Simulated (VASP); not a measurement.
# ZnO (P6_3mc) in VASP: a series of runs

Runs on ZnO. Level: PBE. Tasks: single point, relaxation of cell and atoms.

Program: VASP 6.6.1. These are calculated values, not measurements. Logs are shortened: lines on timing, memory, paths and dates and some standing lists are left out, and cuts for length are marked.

**What was measured.**

“Electronic structure of alkaline earth and post-transition metal oxides”, 2009, arxiv:0908.1581 quotes, for a bulk crystal of ZnO: band gap 3.37 eV.

The results are compared with them further down.

### 1 The cell of the first run

Symmetry: P6_3mc, No. 186, hexagonal system. The conventional cell has a = 3.279 Å, b = 3.279 Å, c = 5.293 Å, α = 90.00°, β = 90.00°, γ = 120.00°. Zn (site symmetry 3m) has 4 O at 2.00 to 2.01 Å within 2.6 Å. O (site symmetry 3m) has 4 Zn at 2.00 to 2.01 Å within 2.6 Å.

### 2 Single point, PBE

INCAR reads:

```
SYSTEM = ZnO
PREC = Accurate
ENCUT = 520
EDIFF = 1E-7
ISMEAR = 0
SIGMA = 0.05
LREAL = .FALSE.
LASPH = .TRUE.
NELM = 100
ALGO = Normal
ISIF = 2
LWAVE = .FALSE.
LCHARG = .TRUE.
GGA = PE
LELF = .TRUE.
LVHAR = .TRUE.
NBANDS = 26
```

KPOINTS reads:

```
Automatic mesh
0
G
  12 12 6
  0 0 0
```

POSCAR reads:

```
ZnO
1.0
    3.2794753228      0.0000000000      0.0000000000
   -1.6397376614      2.8401089406      0.0000000000
    0.0000000000      0.0000000000      5.2931304620
Zn O
2 2
Direct
    0.3333333333      0.6666666667      0.0015026879
    0.6666666667      0.3333333333      0.5015026879
    0.3333333333      0.6666666667      0.3805973121
    0.6666666667      0.3333333333      0.8805973121
```

Potentials or basis: VASP PAW PBE potentials, release 64 (Zn, O).

On the command line:

```
$ cat potpaw_PBE.64/Zn/POTCAR potpaw_PBE.64/O/POTCAR > POTCAR
$ mpirun -np 1 vasp_std > vasp.out
```

OUTCAR:

```text
SYSTEM = ZnO
   PREC = Accurate
   ENCUT = 520
   EDIFF = 1E-7
   ISMEAR = 0
   LREAL = .FALSE.
   LASPH = .TRUE.
   NELM = 100
   ISIF = 2
   GGA = PE

 ion  position               nearest neighbor table
   1  0.333  0.667  0.002-   4 2.00   4 2.00   4 2.00   3 2.01
   2  0.667  0.333  0.502-   3 2.00   3 2.00   3 2.00   4 2.01
   3  0.333  0.667  0.381-   2 2.00   2 2.00   2 2.00   1 2.01
   4  0.667  0.333  0.881-   1 2.00   1 2.00   1 2.00   2 2.01

  LATTYP: Found a hexagonal cell.
 ALAT       =     3.2794753228
 C/A-ratio  =     1.6140174696

  Lattice vectors:

 A1 = (   3.2794753228,   0.0000000000,   0.0000000000)
 A2 = (  -1.6397376614,   2.8401089406,   0.0000000000)
 A3 = (   0.0000000000,   0.0000000000,   5.2931304620)

Analysis of symmetry for initial positions (statically):
=====================================================================
 Subroutine PRICEL returns:
 Original cell was already a primitive cell.

 Routine SETGRP: Setting up the symmetry group for a
 hexagonal supercell.

 Subroutine GETGRP returns: Found 12 space group operations
 (whereof  6 operations were pure point group operations)
 out of a pool of 24 trial point group operations.

The static configuration has the point symmetry C_3v.
 The point group associated with its full space group is C_6v.

Analysis of symmetry for dynamics (positions and initial velocities):
=====================================================================
 Subroutine PRICEL returns:
 Original cell was already a primitive cell.

 Routine SETGRP: Setting up the symmetry group for a
 hexagonal supercell.

 Subroutine GETGRP returns: Found 12 space group operations
 (whereof  6 operations were pure point group operations)
 out of a pool of 24 trial point group operations.

The dynamic configuration has the point symmetry C_3v.
 The point group associated with its full space group is C_6v.

 Subroutine INISYM returns: Found 12 space group operations
 (whereof  6 operations are pure point group operations),
 and found     1 'primitive' translations

----------------------------------------------------------------------------------------

                                     Primitive cell

  volume of cell :      49.3006

  direct lattice vectors                    reciprocal lattice vectors
     3.279475323  0.000000000  0.000000000     0.304926826  0.176049585  0.000000000
    -1.639737661  2.840108941  0.000000000     0.000000000  0.352099170  0.000000000
     0.000000000  0.000000000  5.293130462     0.000000000  0.000000000  0.188924117

  length of vectors
     3.279475323  3.279475323  5.293130462     0.352099170  0.352099170  0.188924117

  position of ions in fractional coordinates (direct lattice)
     0.333333333  0.666666667  0.001502688
     0.666666667  0.333333333  0.501502688
     0.333333333  0.666666667  0.380597312
     0.666666667  0.333333333  0.880597312

  ion indices of the primitive-cell ions
   primitive index   ion index
                 1           1
                 2           2
                 3           3
                 4           4

----------------------------------------------------------------------------------------

 KPOINTS: Automatic mesh

Automatic generation of k-mesh.
 Grid dimensions read from file:
 generate k-points for:   12   12    6

 Generating k-lattice:

  Cartesian coordinates                     Fractional coordinates (reciprocal lattice)
     0.025410569  0.014670799  0.000000000     0.083333333  0.000000000  0.000000000
     0.000000000  0.029341597  0.000000000     0.000000000  0.083333333  0.000000000
     0.000000000  0.000000000  0.031487353     0.000000000  0.000000000  0.166666667

  Length of vectors
     0.029341597  0.029341597  0.031487353

  Shift w.r.t. Gamma in fractional coordinates (k-lattice)
     0.000000000  0.000000000  0.000000000

 Subroutine IBZKPT returns following result:
 ===========================================

 Found     76 irreducible k-points:

 Following reciprocal coordinates:
            Coordinates               Weight
  0.000000  0.000000  0.000000      1.000000
  0.083333  0.000000  0.000000      6.000000
  0.166667  0.000000  0.000000      6.000000
  0.250000 -0.000000  0.000000      6.000000
  0.333333 -0.000000  0.000000      6.000000
  0.416667 -0.000000  0.000000      6.000000
[... 16 lines left out ...]
  0.250000 -0.000000  0.166667     12.000000
  0.333333 -0.000000  0.166667     12.000000
 [... further k-points ...]
   k-points           NKPTS =     76   k-points in BZ     NKDIM =     76   number of bands    NBANDS=     26
   number of dos      NEDOS =    301   number of ions     NIONS =      4
   total plane-waves  NPLWV =  23040
   dimension x,y,z NGX =    24 NGY =   24 NGZ =   40
   dimension x,y,z NGXF=    48 NGYF=   48 NGZF=   80
   ions per type =               2   2
   NGX,Y,Z   is equivalent  to a cutoff of  12.17, 12.17, 12.56 a.u.
   NGXF,Y,Z  is equivalent  to a cutoff of  24.33, 24.33, 25.13 a.u.
 SYSTEM =  ZnO
   PREC   = accura    normal or accurate (medium, high low for compatibility)
   ISTART =      0    job   : 0-new  1-cont  2-samecut
   ICHARG =      2    charge: 1-file 2-atom 10-const
   ISPIN  =      1    spin polarized calculation?
   LNONCOLLINEAR =      F non collinear calculations
   LSORBIT =      F    spin-orbit coupling
   LASPH  =      T    aspherical Exc in radial PAW
   ENCUT  =  520.0 eV  38.22 Ry    6.18 a.u.   6.10  6.10  9.84*2*pi/ulx,y,z
   NELM   =    100;   NELMIN=  2; NELMDL= -5     # of ELM steps
   EDIFF  = 0.1E-06   stopping-criterion for ELM
   LREAL  =      F    real-space projection
   EDIFFG = 0.1E-05   stopping-criterion for IOM
   NSW    =      0    number of steps for IOM
   IBRION =     -1    ionic relax: 0-MD 1-quasi-New 2-CG
   NFREE  =      0    steps in history (QN), initial steepest desc. (CG)
   ISIF   =      2    stress and relaxation
   ISYM   =      2    0-nonsym 1-usesym 2-fastsym
   POTIM  = 0.5000    time-step for ionic-motion
   TEBEG  =    0.0;   TEEND  =   0.0 temperature during run
   PSTRESS=    0.0 pullay stress
   NELECT =      36.0000    total number of electrons
   NUPDOWN=      -1.0000    fix difference up-down
   EMIN   =  10.00;   EMAX   =-10.00  energy-range for DOS
   EFERMI =   0.00;   METHOD = LEGACY
   ISMEAR =     0;   SIGMA  =   0.05  broadening in eV -4-tet -1-fermi 0-gaus
   EFERMI_NEDOS =   21; number of points for ismear=-14 and -15
   IALGO  =     38    algorithm
   IMIX   =      4    mixing-type and parameters
     AMIX     =   0.40;   BMIX     =  1.00
     AMIX_MAG =   1.60;   BMIX_MAG =  1.00
  volume/ion in A,a.u.               =      12.33        83.17
  Fermi-wavevector in a.u.,A,eV,Ry     =   1.474207  2.785846 29.569338  2.173285
  Thomas-Fermi vector in A             =   2.589006
   LORBIT       =      0    0 simple, 1 ext, 2 COOP (PROOUT), +10 PAW based schemes
   GGA     = PE    functional components
   LHFCALC =     F    Hartree Fock is set to
   AEXX    =    0.0000 exact exchange contribution
   IVDW    =     0    specifies the selected vdW correction
   LEPSILON=     F    determine dielectric tensor
   LRPA    =     F    only Hartree local field effects (RPA)
 non-spin polarized calculation
 Gauss-broadening in eV      SIGMA  =   0.05
  energy-cutoff  :      520.00
  volume of cell :       49.30
 maximum number of plane-waves:      1350
   NGX = 13   NGY = 13   NGZ = 19

 number of electron      36.0000038 magnetization

 Free energy of the ion-electron system (eV)
  ---------------------------------------------------
  ext. energy  EPLUGINS =         0.00000000
  ---------------------------------------------------
  free energy    TOTEN  =       -17.86096011 eV

  energy without entropy =      -17.86096011  energy(sigma->0) =      -17.86096011

 E-fermi :   1.1160     XC(G=0): -10.7258

 val. band max:        0.8953739984   @ k =   0.0000   0.0000   0.0000
 cond. band min:       1.6233526216   @ k =   0.0000   0.0000   0.0000
 fundamental gap:      0.7279786232
 Fermi energy:         1.1159900626

 k-point     1 :       0.0000    0.0000    0.0000
  band No.  band energies     occupation
      1     -16.9231      2.00000
      2     -16.2557      2.00000
      3      -4.6419      2.00000
      4      -4.6419      2.00000
      5      -4.6022      2.00000
      6      -4.4875      2.00000
[... 18 lines left out ...]
     25      14.8271      0.00000
     26      14.8271      0.00000

 k-point     2 :       0.0833    0.0000    0.0000
  band No.  band energies     occupation
      1     -16.8874      2.00000
      2     -16.2397      2.00000
      3      -4.6821      2.00000
      4      -4.6206      2.00000
      5      -4.5778      2.00000
      6      -4.4697      2.00000
[... 18 lines left out ...]
     25      14.7569      0.00000
     26      14.9120      0.00000

 k-point     3 :       0.1667    0.0000    0.0000
  band No.  band energies     occupation
      1     -16.7864      2.00000
      2     -16.1970      2.00000
      3      -4.7735      2.00000
      4      -4.5649      2.00000
      5      -4.5413      2.00000
      6      -4.4589      2.00000
[... 18 lines left out ...]
     25      14.7265      0.00000
     26      14.9960      0.00000

 k-point     4 :       0.2500   -0.0000    0.0000
  band No.  band energies     occupation
      1     -16.6404      2.00000
      2     -16.1430      2.00000
      3      -4.8647      2.00000
      4      -4.5498      2.00000
      5      -4.4968      2.00000
      6      -4.3730      2.00000
[... 18 lines left out ...]
     25      14.0576      0.00000
     26      14.8607      0.00000

 k-point     5 :       0.3333   -0.0000    0.0000
  band No.  band energies     occupation
      1     -16.4800      2.00000
      2     -16.0984      2.00000
      3      -4.9028      2.00000
      4      -4.5737      2.00000
      5      -4.4415      2.00000
      6      -4.2396      2.00000
[... 18 lines left out ...]
     25      14.1110      0.00000
     26      14.7504      0.00000

 k-point     6 :       0.4167   -0.0000    0.0000
  band No.  band energies     occupation
      1     -16.3447      2.00000
      2     -16.0805      2.00000
      3      -4.8713      2.00000
      4      -4.5988      2.00000
      5      -4.4107      2.00000
      6      -4.0940      2.00000
[... 427 lines left out ...]
 k-point    21 :       0.0833    0.0000    0.1667
  band No.  band energies     occupation
      1     -16.8457      2.00000
      2     -16.2849      2.00000
      3      -4.7064      2.00000
      4      -4.6134      2.00000
      5      -4.6111      2.00000
      6      -4.5811      2.00000
[... 18 lines left out ...]
     25      14.1786      0.00000
     26      14.7161      0.00000

 k-point    22 :       0.1667    0.0000    0.1667
  band No.  band energies     occupation
      1     -16.7481      2.00000
      2     -16.2376      2.00000
      3      -4.8015      2.00000
      4      -4.6123      2.00000
      5      -4.5555      2.00000
      6      -4.5019      2.00000
[... 18 lines left out ...]
     25      13.9286      0.00000
     26      14.8010      0.00000

 k-point    23 :       0.2500   -0.0000    0.1667
  band No.  band energies     occupation
      1     -16.6073      2.00000
      2     -16.1762      2.00000
      3      -4.8921      2.00000
      4      -4.6330      2.00000
      5      -4.4831      2.00000
      6      -4.3965      2.00000
[... 18 lines left out ...]
     25      14.0604      0.00000
     26      14.7378      0.00000

 k-point    24 :       0.3333   -0.0000    0.1667
  band No.  band energies     occupation
      1     -16.4537      2.00000
      2     -16.1229      2.00000
      3      -4.9326      2.00000
      4      -4.6602      2.00000
      5      -4.4220      2.00000
      6      -4.2647      2.00000
[... 18 lines left out ...]
     25      14.1267      0.00000
     26      14.6826      0.00000

 [... further k-points ...]

------------------------ aborting loop because EDIFF is reached ----------------------------------------

  FORCE on cell =-STRESS in cart. coord.  units (eV):
  Direction    XX          YY          ZZ          XY          YZ          ZX
  --------------------------------------------------------------------------------------
  -------------------------------------------------------------------------------------
  Total        0.2803176      0.2803176      0.2826660      0.0000000      0.0000000      0.0000000
  in kB        9.1098014      9.1098014      9.1861203      0.0000000      0.0000000      0.0000000
  external PRESSURE =       9.1352411 kB  Pullay stress =       0.0000000 kB

 VOLUME and BASIS-vectors are now :
 -----------------------------------------------------------------------------
  energy-cutoff  :      520.00
  volume of cell :       49.30
      direct lattice vectors                 reciprocal lattice vectors
     3.279475323  0.000000000  0.000000000     0.304926826  0.176049585  0.000000000
    -1.639737661  2.840108941  0.000000000     0.000000000  0.352099170  0.000000000
     0.000000000  0.000000000  5.293130462     0.000000000  0.000000000  0.188924117

 POSITION                                       TOTAL-FORCE (eV/Angst)
 -----------------------------------------------------------------------------------
     -0.00000      1.89341      0.00795         0.000000      0.000000      0.000712
      1.63974      0.94670      2.65452        -0.000000      0.000000      0.000712
     -0.00000      1.89341      2.01455        -0.000000      0.000000     -0.000712
      1.63974      0.94670      4.66112         0.000000      0.000000     -0.000712
 -----------------------------------------------------------------------------------
    total drift:                               -0.000001     -0.000001     -0.001448

  FREE ENERGIE OF THE ION-ELECTRON SYSTEM (eV)
  ---------------------------------------------------
  free  energy   TOTEN  =       -17.8609601087 eV

  energy  without entropy=      -17.8609601087  energy(sigma->0) =      -17.86096011
```

It took 32 s on 1 thread of Intel Xeon 6975P-C (Granite Rapids), shared host; peak memory 0.21 GiB.

What came out:

| Property | Result |
| --- | --- |
| Free energy | -17.8610 eV |
| Pressure | 0.9 GPa |
| Band gap on the k mesh | 0.73 eV, direct |

Levels at points of the mesh, in eV from the valence-band top:
```csv
k point,band 16,band 17,band 18,band 19,band 20,band 21
"(0.00, 0.00, 0.00)",-0.08,0.00,0.00,0.73,5.09,8.07
"(0.50, 0.00, 0.00)",-2.15,-1.23,-0.79,5.62,6.82,7.53
"(0.00, 0.00, 0.50)",-0.37,-0.37,-0.37,3.36,3.36,9.91
"(0.50, 0.00, 0.50)",-1.43,-1.32,-1.32,5.64,5.64,8.23
```

[end of part 1 of 2]
